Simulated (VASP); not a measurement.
# ZnO (P6_3mc) in VASP: single point with PBE

Aim: the single point of ZnO with PBE.

Program: VASP 6.6.1. These are calculated values, not measurements. Logs are shortened: lines on timing, memory, paths and dates and some standing lists are left out, and cuts for length are marked.

## (1) The cell of the first run

It takes space group P6_3mc (No. 186, hexagonal). Conventional cell: a = 3.250 Å, b = 3.250 Å, c = 5.207 Å, α = 90.00°, β = 90.00°, γ = 120.00°. Zn (site symmetry 3m) has 4 O at 1.98 Å within 2.6 Å. O (site symmetry 3m) has 4 Zn at 1.98 Å within 2.6 Å.

## (2) Single point, PBE

INCAR

```
ALGO     = Normal         # electronic algorithm
EDIFF    = 1E-6           # SCF threshold, eV
ENCUT    = 520            # plane-wave cutoff, eV
GGA      = PE             # functional
ISIF     = 2              # what is computed and relaxed
ISMEAR   = 0              # smearing method
LASPH    = T              # aspherical terms in the spheres
LCHARG   = F              # write CHGCAR
LREAL    = F              # projectors in reciprocal space
LWAVE    = F              # write WAVECAR
NBANDS   = 26             # bands
NELM     = 100            # most SCF steps
PREC     = Accurate       # precision mode
SIGMA    = 0.05           # smearing width, eV
```

KPOINTS

```
k-points
0
Gamma
  8 8 5
```

POSCAR

```
ZnO
1.0
    3.2499999987      0.0000000000      0.0000000000
   -1.6249999993      2.8145825611      0.0000000000
    0.0000000000      0.0000000000      5.2070000000
Zn O
2 2
Direct
    0.3333333333      0.6666666667      0.0004777370
    0.6666666667      0.3333333333      0.5004777370
    0.3333333333      0.6666666667      0.3815222630
    0.6666666667      0.3333333333      0.8815222630
```

Potentials or basis: VASP PAW PBE potentials, release 64 (Zn, O).

Launch:

```console
cat potpaw_PBE.64/Zn/POTCAR potpaw_PBE.64/O/POTCAR > POTCAR
mpirun -np 1 vasp_std > vasp.out
```

OUTCAR:

```text
EDIFF = 1E-6
   ENCUT = 520
   GGA = PE
   ISIF = 2
   ISMEAR = 0
   LASPH = T
   LREAL = F
   NELM = 100
   PREC = Accurate

 ion  position               nearest neighbor table
   1  0.333  0.667  0.000-   4 1.98   4 1.98   4 1.98   3 1.98
   2  0.667  0.333  0.500-   3 1.98   3 1.98   3 1.98   4 1.98
   3  0.333  0.667  0.382-   2 1.98   2 1.98   2 1.98   1 1.98
   4  0.667  0.333  0.882-   1 1.98   1 1.98   1 1.98   2 1.98

  LATTYP: Found a hexagonal cell.
 ALAT       =     3.2499999987
 C/A-ratio  =     1.6021538468

  Lattice vectors:

 A1 = (   3.2499999987,   0.0000000000,   0.0000000000)
 A2 = (  -1.6249999993,   2.8145825611,   0.0000000000)
 A3 = (   0.0000000000,   0.0000000000,   5.2070000000)

Analysis of symmetry for initial positions (statically):
=====================================================================
 Subroutine PRICEL returns:
 Original cell was already a primitive cell.

 Routine SETGRP: Setting up the symmetry group for a
 hexagonal supercell.

 Subroutine GETGRP returns: Found 12 space group operations
 (whereof  6 operations were pure point group operations)
 out of a pool of 24 trial point group operations.

The static configuration has the point symmetry C_3v.
 The point group associated with its full space group is C_6v.

Analysis of symmetry for dynamics (positions and initial velocities):
=====================================================================
 Subroutine PRICEL returns:
 Original cell was already a primitive cell.

 Routine SETGRP: Setting up the symmetry group for a
 hexagonal supercell.

 Subroutine GETGRP returns: Found 12 space group operations
 (whereof  6 operations were pure point group operations)
 out of a pool of 24 trial point group operations.

The dynamic configuration has the point symmetry C_3v.
 The point group associated with its full space group is C_6v.

 Subroutine INISYM returns: Found 12 space group operations
 (whereof  6 operations are pure point group operations),
 and found     1 'primitive' translations

----------------------------------------------------------------------------------------

                                     Primitive cell

  volume of cell :      47.6305

  direct lattice vectors                    reciprocal lattice vectors
     3.249999999  0.000000000  0.000000000     0.307692308  0.177646237  0.000000000
    -1.624999999  2.814582561  0.000000000     0.000000000  0.355292473  0.000000000
     0.000000000  0.000000000  5.207000000     0.000000000  0.000000000  0.192049165

  length of vectors
     3.249999999  3.249999999  5.207000000     0.355292473  0.355292473  0.192049165

  position of ions in fractional coordinates (direct lattice)
     0.333333333  0.666666667  0.000477737
     0.666666667  0.333333333  0.500477737
     0.333333333  0.666666667  0.381522263
     0.666666667  0.333333333  0.881522263

  ion indices of the primitive-cell ions
   primitive index   ion index
                 1           1
                 2           2
                 3           3
                 4           4

----------------------------------------------------------------------------------------

 KPOINTS: k-points

Automatic generation of k-mesh.
 Grid dimensions read from file:
 generate k-points for:    8    8    5

 Generating k-lattice:

  Cartesian coordinates                     Fractional coordinates (reciprocal lattice)
     0.038461538  0.022205780  0.000000000     0.125000000  0.000000000  0.000000000
     0.000000000  0.044411559  0.000000000     0.000000000  0.125000000  0.000000000
     0.000000000  0.000000000  0.038409833     0.000000000  0.000000000  0.200000000

  Length of vectors
     0.044411559  0.044411559  0.038409833

  Shift w.r.t. Gamma in fractional coordinates (k-lattice)
     0.000000000  0.000000000  0.000000000

 Subroutine IBZKPT returns following result:
 ===========================================

 Found     30 irreducible k-points:

 Following reciprocal coordinates:
            Coordinates               Weight
  0.000000  0.000000  0.000000      1.000000
  0.125000 -0.000000  0.000000      6.000000
  0.250000 -0.000000  0.000000      6.000000
  0.375000  0.000000  0.000000      6.000000
  0.500000 -0.000000  0.000000      3.000000
  0.125000  0.125000  0.000000      6.000000
[... 16 lines left out ...]
  0.250000 -0.000000  0.400000     12.000000
  0.375000  0.000000  0.400000     12.000000
 [... further k-points ...]
   k-points           NKPTS =     30   k-points in BZ     NKDIM =     30   number of bands    NBANDS=     26
   number of dos      NEDOS =    301   number of ions     NIONS =      4
   total plane-waves  NPLWV =  23040
   dimension x,y,z NGX =    24 NGY =   24 NGZ =   40
   dimension x,y,z NGXF=    48 NGYF=   48 NGZF=   80
   ions per type =               2   2
   NGX,Y,Z   is equivalent  to a cutoff of  12.28, 12.28, 12.77 a.u.
   NGXF,Y,Z  is equivalent  to a cutoff of  24.55, 24.55, 25.54 a.u.
 SYSTEM =  unknown system
   PREC   = accura    normal or accurate (medium, high low for compatibility)
   ISTART =      0    job   : 0-new  1-cont  2-samecut
   ICHARG =      2    charge: 1-file 2-atom 10-const
   ISPIN  =      1    spin polarized calculation?
   LNONCOLLINEAR =      F non collinear calculations
   LSORBIT =      F    spin-orbit coupling
   LASPH  =      T    aspherical Exc in radial PAW
   ENCUT  =  520.0 eV  38.22 Ry    6.18 a.u.   6.04  6.04  9.68*2*pi/ulx,y,z
   NELM   =    100;   NELMIN=  2; NELMDL= -5     # of ELM steps
   EDIFF  = 0.1E-05   stopping-criterion for ELM
   LREAL  =      F    real-space projection
   EDIFFG = 0.1E-04   stopping-criterion for IOM
   NSW    =      0    number of steps for IOM
   IBRION =     -1    ionic relax: 0-MD 1-quasi-New 2-CG
   NFREE  =      0    steps in history (QN), initial steepest desc. (CG)
   ISIF   =      2    stress and relaxation
   ISYM   =      2    0-nonsym 1-usesym 2-fastsym
   POTIM  = 0.5000    time-step for ionic-motion
   TEBEG  =    0.0;   TEEND  =   0.0 temperature during run
   PSTRESS=    0.0 pullay stress
   NELECT =      36.0000    total number of electrons
   NUPDOWN=      -1.0000    fix difference up-down
   EMIN   =  10.00;   EMAX   =-10.00  energy-range for DOS
   EFERMI =   0.00;   METHOD = LEGACY
   ISMEAR =     0;   SIGMA  =   0.05  broadening in eV -4-tet -1-fermi 0-gaus
   EFERMI_NEDOS =   21; number of points for ismear=-14 and -15
   IALGO  =     38    algorithm
   IMIX   =      4    mixing-type and parameters
     AMIX     =   0.40;   BMIX     =  1.00
     AMIX_MAG =   1.60;   BMIX_MAG =  1.00
  volume/ion in A,a.u.               =      11.91        80.36
  Fermi-wavevector in a.u.,A,eV,Ry     =   1.491239  2.818034 30.256565  2.223795
  Thomas-Fermi vector in A             =   2.603920
   LORBIT       =      0    0 simple, 1 ext, 2 COOP (PROOUT), +10 PAW based schemes
   GGA     = PE    functional components
   LHFCALC =     F    Hartree Fock is set to
   AEXX    =    0.0000 exact exchange contribution
   IVDW    =     0    specifies the selected vdW correction
   LEPSILON=     F    determine dielectric tensor
   LRPA    =     F    only Hartree local field effects (RPA)
 non-spin polarized calculation
 Gauss-broadening in eV      SIGMA  =   0.05
  energy-cutoff  :      520.00
  volume of cell :       47.63
 maximum number of plane-waves:      1299
   NGX = 13   NGY = 13   NGZ = 19

 number of electron      36.0000018 magnetization

 Free energy of the ion-electron system (eV)
  ---------------------------------------------------
  ext. energy  EPLUGINS =         0.00000000
  ---------------------------------------------------
  free energy    TOTEN  =       -17.82397886 eV

  energy without entropy =      -17.82397886  energy(sigma->0) =      -17.82397886

 E-fermi :   1.4378     XC(G=0): -10.9077

 val. band max:        1.1981819973   @ k =   0.0000   0.0000   0.0000
 cond. band min:       1.9859698875   @ k =   0.0000   0.0000   0.0000
 fundamental gap:      0.7877878902
 Fermi energy:         1.4377699623

 k-point     1 :       0.0000    0.0000    0.0000
  band No.  band energies     occupation
      1     -16.8876      2.00000
      2     -16.1593      2.00000
      3      -4.4991      2.00000
      4      -4.4991      2.00000
      5      -4.4284      2.00000
      6      -4.4132      2.00000
[... 18 lines left out ...]
     25      15.3097      0.00000
     26      15.3097      0.00000

 k-point     2 :       0.1250   -0.0000    0.0000
  band No.  band energies     occupation
      1     -16.8035      2.00000
      2     -16.1229      2.00000
      3      -4.5928      2.00000
      4      -4.4495      2.00000
      5      -4.3843      2.00000
      6      -4.3358      2.00000
[... 18 lines left out ...]
     25      15.4428      0.00000
     26      15.4836      0.00000

 k-point     3 :       0.2500   -0.0000    0.0000
  band No.  band energies     occupation
      1     -16.5858      2.00000
      2     -16.0416      2.00000
      3      -4.7536      2.00000
      4      -4.4080      2.00000
      5      -4.3409      2.00000
      6      -4.2107      2.00000
[... 18 lines left out ...]
     25      14.5399      0.00000
     26      15.3887      0.00000

 k-point     4 :       0.3750    0.0000    0.0000
  band No.  band energies     occupation
      1     -16.3346      2.00000
      2     -15.9836      2.00000
      3      -4.7941      2.00000
      4      -4.4691      2.00000
      5      -4.2584      2.00000
      6      -4.0062      2.00000
[... 18 lines left out ...]
     25      14.5631      0.00000
     26      15.3086      0.00000
[... 496 lines left out ...]
      1     -16.5746      2.00000
      2     -16.3642      2.00000
      3      -4.7383      2.00000
      4      -4.7196      2.00000
      5      -4.4001      2.00000
      6      -4.3952      2.00000
[... 18 lines left out ...]
     25      14.3225      0.00000
     26      14.6662      0.00000

 k-point    23 :       0.2500   -0.0000    0.4000
  band No.  band energies     occupation
      1     -16.3982      2.00000
      2     -16.2298      2.00000
      3      -4.8601      2.00000
      4      -4.7956      2.00000
      5      -4.2627      2.00000
      6      -4.2544      2.00000
[... 18 lines left out ...]
     25      14.6194      0.00000
     26      14.8598      0.00000

 k-point    24 :       0.3750    0.0000    0.4000
  band No.  band energies     occupation
      1     -16.2076      2.00000
      2     -16.0987      2.00000
      3      -4.9166      2.00000
      4      -4.8448      2.00000
      5      -4.1327      2.00000
      6      -4.0697      2.00000
[... 18 lines left out ...]
     25      14.7520      0.00000
     26      14.9858      0.00000

 [... further k-points ...]

------------------------ aborting loop because EDIFF is reached ----------------------------------------

  FORCE on cell =-STRESS in cart. coord.  units (eV):
  Direction    XX          YY          ZZ          XY          YZ          ZX
  --------------------------------------------------------------------------------------
  -------------------------------------------------------------------------------------
  Total        1.6828251      1.6828251      1.8884053      0.0000000      0.0000000      0.0000000
  in kB       56.6062819     56.6062819     63.5215160      0.0000000      0.0000000      0.0000000
  external PRESSURE =      58.9113600 kB  Pullay stress =       0.0000000 kB

 VOLUME and BASIS-vectors are now :
 -----------------------------------------------------------------------------
  energy-cutoff  :      520.00
  volume of cell :       47.63
      direct lattice vectors                 reciprocal lattice vectors
     3.249999999  0.000000000  0.000000000     0.307692308  0.177646237  0.000000000
    -1.624999999  2.814582561  0.000000000     0.000000000  0.355292473  0.000000000
     0.000000000  0.000000000  5.207000000     0.000000000  0.000000000  0.192049165

 POSITION                                       TOTAL-FORCE (eV/Angst)
 -----------------------------------------------------------------------------------
     -0.00000      1.87639      0.00249         0.000000     -0.000000      0.000717
      1.62500      0.93819      2.60599        -0.000000      0.000000      0.000717
     -0.00000      1.87639      1.98659         0.000000      0.000000     -0.000717
      1.62500      0.93819      4.59009         0.000000     -0.000000     -0.000717
 -----------------------------------------------------------------------------------
    total drift:                               -0.000000     -0.000000      0.001209

  FREE ENERGIE OF THE ION-ELECTRON SYSTEM (eV)
  ---------------------------------------------------
  free  energy   TOTEN  =       -17.8239788615 eV

  energy  without entropy=      -17.8239788615  energy(sigma->0) =      -17.82397886
```

It took 52 s on 1 thread of Intel Xeon 8259CL, shared host; peak memory 0.17 GiB.

What came out:

```yaml
Free_energy: -17.8240 eV
Pressure: 5.9 GPa
Band_gap_on_the_k_mesh: 0.79 eV
```

Levels at points of the mesh, in eV from the valence-band top:
```tsv
k point	band 15	band 16	band 17	band 18	band 19	band 20	band 21	band 22
(0.00, 0.00, 0.00)	-0.79	-0.09	0.00	0.00	0.79	5.19	8.25	12.84
(0.50, 0.00, 0.00)	-2.81	-2.27	-1.27	-0.85	5.77	6.86	7.63	8.47
```

Caveat: the cell stands under pressure.
